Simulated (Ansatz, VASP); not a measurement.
## One calculation of NaH, two programs

File POSCAR:

```
NaH
1.0
   -0.2696660593      2.3970316378      2.4809277451
    2.3970316378     -0.2696660593      2.4809277451
    2.1273655785      2.1273655785      0.0000000000
Na H
1 1
Direct
    0.0000000000      0.0000000000      0.0000000000
    0.5000000000      0.5000000000      0.5000000000
```

INCAR.step1

```
PREC = Accurate
ENCUT = 520
ISMEAR = -1
SIGMA = 0.2
LREAL = F
LASPH = T
NELM = 100
NBANDS = 11
GGA = PE
ALGO = Normal
EDIFF = 1E-4
LWAVE = T
LCHARG = F
```

INCAR.step2

```
PREC = Accurate
ENCUT = 520
EDIFF = 1E-6
ISMEAR = -1
SIGMA = 0.2
LREAL = F
LASPH = T
NELM = 100
ALGO = Normal
ISIF = 2
LWAVE = F
LCHARG = F
METAGGA = R2SCAN
LMIXTAU = T
NBANDS = 11
ISTART = 1
```

KPOINTS

```
Automatic mesh
0
Gamma
  8 8 8
```

Input for Ansatz:

```yaml
crystal:
  lattice:
    - [-0.2696660593, 2.3970316378, 2.4809277451]
    - [2.3970316378, -0.2696660593, 2.4809277451]
    - [2.1273655785, 2.1273655785, 0.0]
  atoms:
    - { symbol: Na, position: [0.0, 0.0, 0.0] }
    - { symbol: H, position: [0.5, 0.5, 0.5] }
basis:
  ecutwfc: 520.0
kpoints:
  mp_grid: { grid: [8, 8, 8] }
hamiltonian:
  xc: r2scan
scf:
  occupations: { method: fermi_dirac, width: 0.2 }
output:
  forces: true
  stress: true
  eigenvalues: true
```

Change from the starting cell: engineering shear strain xy -0.2250, normal strain along z +0.0350.

Alike in both runs: task single point; functional r2SCAN; k mesh 8 × 8 × 8; occupations fermi-dirac, width 0.2 eV; no spin polarisation.

|  | VASP | Ansatz |
| --- | --- | --- |
| version | VASP 6.6.1 | Ansatz 0.2.0 |
| potentials or method | VASP PAW PBE potentials, release 64 (Na_pv, H), cutoff 520 eV | scalar-relativistic, plane waves, PAW |
| valence electrons in the cell | 8 | 10 |

```tsv
	VASP	Ansatz	Ansatz less VASP
gap on the k mesh at the Fermi level (eV)	3.45	3.44	-0.017
least direct gap on the mesh (eV)	4.98	4.98	+0.003
pressure (GPa)	-0.7	-0.5	+0.16
traceless stress, the component that is largest in VASP (GPa)	5.87	5.87	+0.003
```

VASP's potentials were made for PBE, not for r2SCAN. The functional is the same, so the differences come from potentials, cutoffs and numerics. VASP's potentials hold 8 valence electrons a cell and Ansatz's 10, so a difference there can come from the potentials and not from the codes.
